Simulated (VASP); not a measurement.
# Rh (Fm-3m) in VASP: a series of runs, part 2 of 2

VASP 6.6.1. Earlier steps stand in the parts before.

### Step 4. Relaxation of cell and atoms, r2SCAN

This run uses another cell than the first one, of 13.78 Å³/atom.

The input, POSCAR:

```
Rh
1.0
    0.0000000000      1.9029860900      1.9029860900
    1.9029860900      0.0000000000      1.9029860900
    1.9029860900      1.9029860900      0.0000000000
Rh
1
Direct
    0.0000000000      0.0000000000      0.0000000000
```

The input, INCAR.step1:

```
SYSTEM = Rh
  PREC = Accurate
  ENCUT = 600
  ISMEAR = 0
  SIGMA = 0.1
  LREAL = .False.
  LASPH = .True.
  NELM = 100
  GGA = PE
  ALGO = Normal
  EDIFF = 1E-4
  LWAVE = .True.
  LCHARG = .False.
```

The input, INCAR.step2:

```
SYSTEM = Rh
  PREC = Accurate
  ENCUT = 600
  EDIFF = 1E-6
  ISMEAR = 0
  SIGMA = 0.1
  LREAL = .False.
  LASPH = .True.
  NELM = 100
  ALGO = Normal
  ISIF = 3
  LWAVE = .False.
  LCHARG = .False.
  METAGGA = R2SCAN
  LMIXTAU = .True.
  IBRION = 2
  NSW = 100
  EDIFFG = -0.002
  ISTART = 1
```

The input, KPOINTS:

```
Automatic mesh
0
Gamma
  24 24 24
  0 0 0
```

Potentials or basis: VASP PAW PBE potentials, release 64 (Rh_pv).

On the command line:

```sh
> cat potpaw_PBE.64/Rh_pv/POTCAR > POTCAR
> cp INCAR.step1 INCAR
> mpirun -np 1 vasp_std > vasp.out
> cp INCAR.step2 INCAR
> mpirun -np 1 vasp_std > vasp.out
```

OUTCAR:

```text
SYSTEM = Rh
   PREC = Accurate
   ENCUT = 600
   EDIFF = 1E-6
   ISMEAR = 0
   LREAL = .False.
   LASPH = .True.
   NELM = 100
   ISIF = 3
   METAGGA = R2SCAN
   IBRION = 2
   NSW = 100
   EDIFFG = -0.002
   ISTART = 1

 ion  position               nearest neighbor table
   1  0.000  0.000  0.000-

  LATTYP: Found a face centered cubic cell.
 ALAT       =     3.8059721800

  Lattice vectors:

 A1 = (   0.0000000000,   1.9029860900,   1.9029860900)
 A2 = (   1.9029860900,   0.0000000000,   1.9029860900)
 A3 = (   1.9029860900,   1.9029860900,   0.0000000000)

Analysis of symmetry for initial positions (statically):
=====================================================================
 Subroutine PRICEL returns:
 Original cell was already a primitive cell.

 Routine SETGRP: Setting up the symmetry group for a
 face centered cubic supercell.

 Subroutine GETGRP returns: Found 48 space group operations
 (whereof 48 operations were pure point group operations)
 out of a pool of 48 trial point group operations.

The static configuration has the point symmetry O_h .

Analysis of symmetry for dynamics (positions and initial velocities):
=====================================================================
 Subroutine PRICEL returns:
 Original cell was already a primitive cell.

 Routine SETGRP: Setting up the symmetry group for a
 face centered cubic supercell.

 Subroutine GETGRP returns: Found 48 space group operations
 (whereof 48 operations were pure point group operations)
 out of a pool of 48 trial point group operations.

The dynamic configuration has the point symmetry O_h .

 Subroutine INISYM returns: Found 48 space group operations
 (whereof 48 operations are pure point group operations),
 and found     1 'primitive' translations

----------------------------------------------------------------------------------------

                                     Primitive cell

  volume of cell :      13.7828

  direct lattice vectors                    reciprocal lattice vectors
     0.000000000  1.902986090  1.902986090    -0.262744958  0.262744958  0.262744958
     1.902986090  0.000000000  1.902986090     0.262744958 -0.262744958  0.262744958
     1.902986090  1.902986090  0.000000000     0.262744958  0.262744958 -0.262744958

  length of vectors
     2.691228737  2.691228737  2.691228737     0.455087616  0.455087616  0.455087616

  position of ions in fractional coordinates (direct lattice)
     0.000000000  0.000000000  0.000000000

  ion indices of the primitive-cell ions
   primitive index   ion index
                 1           1

----------------------------------------------------------------------------------------

 KPOINTS: Automatic mesh

Automatic generation of k-mesh.
 Grid dimensions read from file:
 generate k-points for:   24   24   24

 Generating k-lattice:

  Cartesian coordinates                     Fractional coordinates (reciprocal lattice)
[... 55 lines left out ...]
   LNONCOLLINEAR =      F non collinear calculations
   LSORBIT =      F    spin-orbit coupling
   LASPH  =      T    aspherical Exc in radial PAW
   ENCUT  =  600.0 eV  44.10 Ry    6.64 a.u.   5.38  5.38  5.38*2*pi/ulx,y,z
   NELM   =    100;   NELMIN=  2; NELMDL=  0     # of ELM steps
   EDIFF  = 0.1E-05   stopping-criterion for ELM
   LREAL  =      F    real-space projection
   EDIFFG = -.2E-02   stopping-criterion for IOM
   NSW    =    100    number of steps for IOM
   IBRION =      2    ionic relax: 0-MD 1-quasi-New 2-CG
   NFREE  =      1    steps in history (QN), initial steepest desc. (CG)
   ISIF   =      3    stress and relaxation
   ISYM   =      2    0-nonsym 1-usesym 2-fastsym
   POTIM  = 0.5000    time-step for ionic-motion
   TEBEG  =    0.0;   TEEND  =   0.0 temperature during run
   PSTRESS=    0.0 pullay stress
   NELECT =      15.0000    total number of electrons
   NUPDOWN=      -1.0000    fix difference up-down
   EMIN   =  10.00;   EMAX   =-10.00  energy-range for DOS
   EFERMI =   0.00;   METHOD = LEGACY
   ISMEAR =     0;   SIGMA  =   0.10  broadening in eV -4-tet -1-fermi 0-gaus
   EFERMI_NEDOS =   21; number of points for ismear=-14 and -15
   IALGO  =     38    algorithm
   IMIX   =      4    mixing-type and parameters
     AMIX     =   0.40;   BMIX     =  1.00
     AMIX_MAG =   1.60;   BMIX_MAG =  1.00
  volume/ion in A,a.u.               =      13.78        93.01
  Fermi-wavevector in a.u.,A,eV,Ry     =   1.683939  3.182183 38.581359  2.835650
  Thomas-Fermi vector in A             =   2.767050
   LORBIT       =      0    0 simple, 1 ext, 2 COOP (PROOUT), +10 PAW based schemes
   METAGGA = R2SCAN    functional components
   LHFCALC =     F    Hartree Fock is set to
   AEXX    =    0.0000 exact exchange contribution
   IVDW    =     0    specifies the selected vdW correction
   LEPSILON=     F    determine dielectric tensor
   LRPA    =     F    only Hartree local field effects (RPA)
 conjugate gradient relaxation of ions
 non-spin polarized calculation
 Gauss-broadening in eV      SIGMA  =   0.10
  energy-cutoff  :      600.00
  volume of cell :       13.78
 maximum number of plane-waves:       477
 NGX is ok and might be reduce to    24
   NGX = 11   NGY = 11   NGZ = 11

--------------------------------------- Ionic step        1  -------------------------------------------

 number of electron      15.0000002 magnetization

 Free energy of the ion-electron system (eV)
  ---------------------------------------------------
  ext. energy  EPLUGINS =         0.00000000
  ---------------------------------------------------
  free energy    TOTEN  =       -24.13987187 eV

  energy without entropy =      -24.13412519  energy(sigma->0) =      -24.13699853

------------------------ aborting loop because EDIFF is reached ----------------------------------------

  FORCE on cell =-STRESS in cart. coord.  units (eV):
  Direction    XX          YY          ZZ          XY          YZ          ZX
  --------------------------------------------------------------------------------------
  -------------------------------------------------------------------------------------
  Total       -0.0257845     -0.0257845     -0.0257845      0.0000000     -0.0000000      0.0000000
  in kB       -2.9973159     -2.9973159     -2.9973159      0.0000000     -0.0000000      0.0000000
  external PRESSURE =      -2.9973159 kB  Pullay stress =       0.0000000 kB
[... 86 lines left out ...]
  FREE ENERGIE OF THE ION-ELECTRON SYSTEM (eV)
  ---------------------------------------------------
  free  energy   TOTEN  =       -24.1398824874 eV

  energy  without entropy=      -24.1341497355  energy(sigma->0) =      -24.13701611

[... ionic steps 4 to 7 ...]

--------------------------------------- Ionic step        8  -------------------------------------------

 number of electron      15.0000002 magnetization

------------------------ aborting loop because EDIFF is reached ----------------------------------------
[... 65 lines left out ...]
--------------------------------------- Ionic step       10  -------------------------------------------

 number of electron      15.0000002 magnetization

 Free energy of the ion-electron system (eV)
  ---------------------------------------------------
  ext. energy  EPLUGINS =         0.00000000
  ---------------------------------------------------
  free energy    TOTEN  =       -24.13988367 eV

  energy without entropy =      -24.13414608  energy(sigma->0) =      -24.13701488

 E-fermi :  11.6987     XC(G=0): -15.1935

 val. band max:       11.6982426248   @ k =  -0.3750   0.2500   0.0000
 cond. band min:      11.6999397234   @ k =   0.4167   0.0833   0.0417
 fundamental gap:      0.0016970986
 Fermi energy:        11.6986907527

 k-point     1 :       0.0000    0.0000    0.0000
  band No.  band energies     occupation
      1     -36.0862      2.00000
      2     -36.0862      2.00000
      3     -36.0862      2.00000
      4       3.5348      2.00000
      5       8.5363      2.00000
      6       8.5363      2.00000
      7       8.5363      2.00000
      8      10.6301      2.00000
      9      10.6301      2.00000
     10      28.4186      0.00000
     11      29.0840      0.00000
[... 309 lines left out ...]
 k-point    24 :       0.4583    0.0417    0.0000
  band No.  band energies     occupation
      1     -36.8415      2.00000
      2     -36.1971      2.00000
      3     -36.1967      2.00000
      4       5.4639      2.00000
      5       8.4012      2.00000
      6       8.5137      2.00000
      7      11.3254      2.00000
      8      12.2462      0.00000
      9      12.9296      0.00000
     10      21.3839      0.00000
     11      28.2100      0.00000

 [... further k-points ...]
[... 5 lines left out ...]
  --------------------------------------------------------------------------------------
  -------------------------------------------------------------------------------------
  Total        0.0007259      0.0007259      0.0007259      0.0000000     -0.0000000      0.0000000
  in kB        0.0844483      0.0844483      0.0844483      0.0000000     -0.0000000      0.0000000
  external PRESSURE =       0.0844483 kB  Pullay stress =       0.0000000 kB
[... 16 lines left out ...]
  FREE ENERGIE OF THE ION-ELECTRON SYSTEM (eV)
  ---------------------------------------------------
  free  energy   TOTEN  =       -24.1398836704 eV

  energy  without entropy=      -24.1341460828  energy(sigma->0) =      -24.13701488

 reached required accuracy - stopping structural energy minimisation
```

Wall time 7 min (1 thread of Intel Xeon 6975P-C (Granite Rapids), shared host); peak memory 0.23 GiB.

Results:

```
Free energy                           : -24.1399 eV
Relaxed volume                        : 13.77 Å³/atom
Relaxed cell                          : a = 2.691 Å, b = 2.691 Å, c = 2.691 Å, α = 60.00°, β = 60.00°, γ = 60.00°
Space group after relaxing (to 0.1 Å) : Fm-3m (No. 225)
Energy gained by relaxing             : 0.0 meV/atom
Ionic steps                           : 10
Pressure after relaxing               : 0.0 GPa
Band gap on the k mesh                : zero (an odd number of electrons rules out a gap without spin polarisation)
```

Final structure:
```xyz
1
Lattice="0.0000 1.9025 1.9025 1.9025 0.0000 1.9025 1.9025 1.9025 0.0000" Properties=species:S:1:pos:R:3 pbc="T T T"
Rh    0.0000    1.9025    1.9025
```

Levels at points of the mesh, in eV from the Fermi level:
```
           k point  band 5  band 6  band 7  band 8  band 9  band 10
(0.00, 0.00, 0.00)   -3.16   -3.16   -3.16   -1.07   -1.07    16.72
(0.50, 0.00, 0.00)   -3.28   -3.28    0.59    0.59    0.91     9.07
(0.50, 0.50, 0.00)   -6.16    0.51    1.04    1.04    3.48    12.85
```

Caveat: the PAW data sets were made with another functional, which shifts forces and pressure a little.

### Step 5. Summary

```csv
task,potentials or basis,cell,cutoff (eV),smearing,gap on the mesh (eV),pressure (GPa),relaxed volume (Å³/atom)
single point,"VASP PAW PBE potentials, release 64 (Rh_sv_GW)","a = 2.687 Å, angles 60.0°, 1 atom",580,gaussian 0.1 eV,none,-1.7,-
relaxation of cell and atoms,"VASP PAW PBE potentials, release 64 (Rh_pv)","relaxed from a = 2.687 Å, angles 60.0°, 1 atom",600,fermi-dirac 0.15 eV,none,0.0,13.82
relaxation of cell and atoms,"VASP PAW PBE potentials, release 64 (Rh_pv)","relaxed from a = 2.691 Å, angles 60.0°, 1 atom",600,gaussian 0.1 eV,none,0.0,13.77
```

Alike in all rows: level r2SCAN; no spin polarisation; k mesh 24 × 24 × 24.

Caveats: the PAW data sets were made with another functional, which shifts forces and pressure a little.

Absolute energies hang on the potentials; compare differences alone.
